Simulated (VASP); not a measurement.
# BAs (F-43m) in VASP: a series of runs, part 2 of 2

VASP 6.6.1. The steps go on from the part before.

### 3 Phonons, r2SCAN+D3(BJ)

This run uses another cell than the first one, of 13.52 Å³/atom, 1.053 times its volume.

Input file INCAR:

```
SYSTEM = BAs
  PREC = Accurate
  ENCUT = 520
  EDIFF = 1E-8
  ISMEAR = 0
  SIGMA = 0.01
  LREAL = .False.
  LASPH = .True.
  NELM = 60
  ALGO = Normal
  ISIF = 2
  LWAVE = .False.
  LCHARG = .False.
  METAGGA = R2SCAN
  LMIXTAU = .True.
  IVDW = 12
  VDW_S6 = 1.0
  VDW_S8 = 0.78981345
  VDW_A1 = 0.49484001
  VDW_A2 = 5.73083694
  NBANDS = 11
  IBRION = 6
  NFREE = 2
  POTIM = 0.015
  NSW = 1
```

Input file KPOINTS:

```
Automatic mesh
0
Gamma
  10 10 10
  0 0 0
```

Input file POSCAR:

```
BAs
1.0
    0.0000000000      2.3820000000      2.3820000000
    2.3820000000      0.0000000000      2.3820000000
    2.3820000000      2.3820000000      0.0000000000
B As
1 1
Direct
    0.0000000000      0.0000000000      0.0000000000
    0.2500000000      0.2500000000      0.2500000000
```

Potentials or basis: VASP PAW PBE potentials, release 64 (B, As).

On the command line:

```
$ cat potpaw_PBE.64/B/POTCAR potpaw_PBE.64/As/POTCAR > POTCAR
$ mpirun -np 1 vasp_std > vasp.out
```

OUTCAR:

```text
SYSTEM = BAs
   PREC = Accurate
   ENCUT = 520
   EDIFF = 1E-8
   ISMEAR = 0
   LREAL = .False.
   LASPH = .True.
   NELM = 60
   ISIF = 2
   METAGGA = R2SCAN
   IVDW = 12
   IBRION = 6
   NFREE = 2
   POTIM = 0.015
   NSW = 1
 IVDW          = 12

 ion  position               nearest neighbor table
   1  0.000  0.000  0.000-   2 2.06   2 2.06   2 2.06   2 2.06
   2  0.250  0.250  0.250-   1 2.06   1 2.06   1 2.06   1 2.06

  LATTYP: Found a face centered cubic cell.
 ALAT       =     4.7640000000

  Lattice vectors:

 A1 = (   0.0000000000,   2.3820000000,   2.3820000000)
 A2 = (   2.3820000000,   0.0000000000,   2.3820000000)
 A3 = (   2.3820000000,   2.3820000000,   0.0000000000)

Analysis of symmetry for initial positions (statically):
=====================================================================
 Subroutine PRICEL returns:
 Original cell was already a primitive cell.

 Routine SETGRP: Setting up the symmetry group for a
 face centered cubic supercell.

 Subroutine GETGRP returns: Found 24 space group operations
 (whereof 24 operations were pure point group operations)
 out of a pool of 48 trial point group operations.

The static configuration has the point symmetry T_d .

Analysis of symmetry for dynamics (positions and initial velocities):
=====================================================================
 Subroutine PRICEL returns:
 Original cell was already a primitive cell.

 Routine SETGRP: Setting up the symmetry group for a
 face centered cubic supercell.

 Subroutine GETGRP returns: Found 24 space group operations
 (whereof 24 operations were pure point group operations)
 out of a pool of 48 trial point group operations.

The dynamic configuration has the point symmetry T_d .

 Subroutine INISYM returns: Found 24 space group operations
 (whereof 24 operations are pure point group operations),
 and found     1 'primitive' translations

----------------------------------------------------------------------------------------

                                     Primitive cell

  volume of cell :      27.0306

  direct lattice vectors                    reciprocal lattice vectors
     0.000000000  2.382000000  2.382000000    -0.209907641  0.209907641  0.209907641
     2.382000000  0.000000000  2.382000000     0.209907641 -0.209907641  0.209907641
     2.382000000  2.382000000  0.000000000     0.209907641  0.209907641 -0.209907641

  length of vectors
     3.368656706  3.368656706  3.368656706     0.363570698  0.363570698  0.363570698

  position of ions in fractional coordinates (direct lattice)
     0.000000000  0.000000000  0.000000000
     0.250000000  0.250000000  0.250000000

  ion indices of the primitive-cell ions
   primitive index   ion index
                 1           1
                 2           2

----------------------------------------------------------------------------------------

 KPOINTS: Automatic mesh
[... 81 lines left out ...]
   EMIN   =  10.00;   EMAX   =-10.00  energy-range for DOS
   EFERMI =   0.00;   METHOD = LEGACY
   ISMEAR =     0;   SIGMA  =   0.01  broadening in eV -4-tet -1-fermi 0-gaus
   EFERMI_NEDOS =   21; number of points for ismear=-14 and -15
   IALGO  =     38    algorithm
   IMIX   =      4    mixing-type and parameters
     AMIX     =   0.40;   BMIX     =  1.00
     AMIX_MAG =   1.60;   BMIX_MAG =  1.00
  volume/ion in A,a.u.               =      13.52        91.21
  Fermi-wavevector in a.u.,A,eV,Ry     =   1.090987  2.061667 16.194382  1.190254
  Thomas-Fermi vector in A             =   2.227223
   LORBIT       =      0    0 simple, 1 ext, 2 COOP (PROOUT), +10 PAW based schemes
   METAGGA = R2SCAN    functional components
   LHFCALC =     F    Hartree Fock is set to
   AEXX    =    0.0000 exact exchange contribution
   IVDW    =    12    specifies the selected vdW correction
   LEPSILON=     F    determine dielectric tensor
   LRPA    =     F    only Hartree local field effects (RPA)
 finite differences with symmetry
 non-spin polarized calculation
 Gauss-broadening in eV      SIGMA  =   0.01
  energy-cutoff  :      520.00
  volume of cell :       27.03
 maximum number of plane-waves:       745
 NGX is ok and might be reduce to    28
   NGX = 13   NGY = 13   NGZ = 13

--------------------------------------- Ionic step        1  -------------------------------------------

 number of electron       8.0000000 magnetization

 Free energy of the ion-electron system (eV)
  ---------------------------------------------------
  ext. energy  EPLUGINS =         0.00000000
  ---------------------------------------------------
  free energy    TOTEN  =       -22.25356181 eV

  energy without entropy =      -22.25356181  energy(sigma->0) =      -22.25356181

------------------------ aborting loop because EDIFF is reached ----------------------------------------

 Edisp (eV)   -0.31009

 E8    (eV) :    -0.0936
[... 151 lines left out ...]
--------------------------------------- Ionic step        5  -------------------------------------------

 number of electron       8.0000000 magnetization

 Free energy of the ion-electron system (eV)
  ---------------------------------------------------
  ext. energy  EPLUGINS =         0.00000000
  ---------------------------------------------------
  free energy    TOTEN  =       -22.25159386 eV

  energy without entropy =      -22.25159386  energy(sigma->0) =      -22.25159386

 E-fermi :   6.3432     XC(G=0): -11.1704

 val. band max:        6.2285319258   @ k =   0.0000   0.0000   0.0000
 cond. band min:       7.4747235012   @ k =   0.0000   0.4000   0.4000
 fundamental gap:      1.2461915753
 Fermi energy:         6.3431591662

 k-point     1 :       0.0000    0.0000    0.0000
  band No.  band energies     occupation
      1     -10.1211      2.00000
      2       6.0025      2.00000
      3       6.1167      2.00000
      4       6.2285      2.00000
      5       9.4842      0.00000
      6       9.5689      0.00000
      7       9.6566      0.00000
      8      11.3774      0.00000
      9      16.5388      0.00000
     10      19.5880      0.00000
     11      19.5885      0.00000
[... 309 lines left out ...]
 k-point    24 :       0.4000    0.3000    0.0000
  band No.  band energies     occupation
      1      -7.3081      2.00000
      2      -0.7643      2.00000
      3       1.9250      2.00000
      4       2.3974      2.00000
      5       8.0111      0.00000
      6       9.8262      0.00000
      7      15.6031      0.00000
      8      15.8437      0.00000
      9      19.1296      0.00000
     10      22.7131      0.00000
     11      23.0022      0.00000

 [... further k-points ...]

------------------------ aborting loop because EDIFF is reached ----------------------------------------

 Edisp (eV)   -0.31009

 E8    (eV) :    -0.0936
[... 25 lines left out ...]
  FREE ENERGIE OF THE ION-ELECTRON SYSTEM (eV)
  ---------------------------------------------------
  free  energy   TOTEN  =       -22.5616821218 eV

  energy  without entropy=      -22.5616821218  energy(sigma->0) =      -22.56168212

 INTERNAL STRAIN TENSORS FROM DISPLACED ATOMS
 ============================================

 INTERNAL STRAIN TENSOR FOR ION    1 for displacements in x,y,z  (eV/Angst):
          X           Y           Z          XY          YZ          ZX
  --------------------------------------------------------------------------------
  x    -0.00000    -0.00000    -0.00000     0.00000     7.28122     0.00000
  y    -0.00000    -0.00000    -0.00000     0.00000     0.00000     7.28122
  z    -0.00000    -0.00000    -0.00000     7.28122     0.00000     0.00000

 INTERNAL STRAIN TENSOR FOR ION    2 for displacements in x,y,z  (eV/Angst):
          X           Y           Z          XY          YZ          ZX
  --------------------------------------------------------------------------------
  x     0.00000     0.00000     0.00000     0.00000    -7.28655     0.00000
  y    -0.00000     0.00000    -0.00000     0.00000     0.00000    -7.28655
  z     0.00000     0.00000     0.00000    -7.28655     0.00000     0.00000

 Eigenvectors and eigenvalues of the dynamical matrix
 ----------------------------------------------------

   1 f  =   21.266485 THz   133.621266 2PiTHz  709.373580 cm-1    87.951075 meV
             X         Y         Z           dx          dy          dz
      0.000000  0.000000  0.000000     0.000000    0.934833    0.000000
      1.191000  1.191000  1.191000     0.000000   -0.355089    0.000000
[... 21 lines left out ...]
   6 f/i=    0.000405 THz     0.002546 2PiTHz    0.013516 cm-1     0.001676 meV
             X         Y         Z           dx          dy          dz
      0.000000  0.000000  0.000000     0.000000    0.000000   -0.355089
      1.191000  1.191000  1.191000     0.000000    0.000000   -0.934833

 ELASTIC MODULI CONTR FROM IONIC RELAXATION (kBar)
 Direction    XX          YY          ZZ          XY          YZ          ZX
 --------------------------------------------------------------------------------
 XX          -0.0000     -0.0000     -0.0000      0.0000      0.0000      0.0000
 YY          -0.0000     -0.0000     -0.0000      0.0000      0.0000      0.0000
 ZZ          -0.0000     -0.0000     -0.0000      0.0000      0.0000      0.0000
 XY           0.0000      0.0000      0.0000   -179.8800      0.0000      0.0000
 YZ           0.0000      0.0000      0.0000      0.0000   -179.8800      0.0000
 ZX           0.0000      0.0000      0.0000      0.0000      0.0000   -179.8800
 --------------------------------------------------------------------------------
```

OSZICAR:

```text
N       E                     dE             d eps       ncg     rms          rms(c)
DAV:   1     0.123900354341E+01    0.12390E+01   -0.39536E+03  1034   0.669E+02
DAV:   2    -0.231391620325E+02   -0.24378E+02   -0.22956E+02  1390   0.107E+02
[... 60 lines left out ...]
DAV:   2    -0.222515122254E+02   -0.17273E-02   -0.63297E-03  4379   0.568E-01    0.893E-02
DAV:   3    -0.222513821861E+02    0.13004E-03   -0.19684E-04  4016   0.120E-01    0.129E-02
DAV:   4    -0.222515687933E+02   -0.18661E-03   -0.15922E-04  3871   0.893E-02    0.493E-03
DAV:   5    -0.222515930023E+02   -0.24209E-04   -0.14150E-05  4131   0.287E-02    0.204E-03
DAV:   6    -0.222515927627E+02    0.23960E-06   -0.19500E-06  3927   0.113E-02    0.959E-04
DAV:   7    -0.222515938691E+02   -0.11064E-05   -0.10696E-06  3888   0.751E-03    0.420E-04
DAV:   8    -0.222515938604E+02    0.87128E-08   -0.22952E-08  4599   0.123E-03
   5 F= -.22561682E+02 E0= -.22561682E+02  d E =-.487212E-62
```

Wall time 9.9 min (1 thread of Intel Xeon Platinum 8375C at 2.90GHz (Ice Lake), shared host); peak memory 0.25 GiB.

What came out:

```
Highest phonon frequency at Γ, LO-TO splitting left out : 709 cm⁻¹
Dispersion energy per atom                              : -0.155 eV
```

Phonon frequencies in cm⁻¹ (negative: imaginary):
```tsv
q point	frequencies
(0.000, 0.000, 0.000)	0 0 0 709 709 709
```

Caveat: the PAW data sets were made with another functional, which shifts forces and pressure a little.
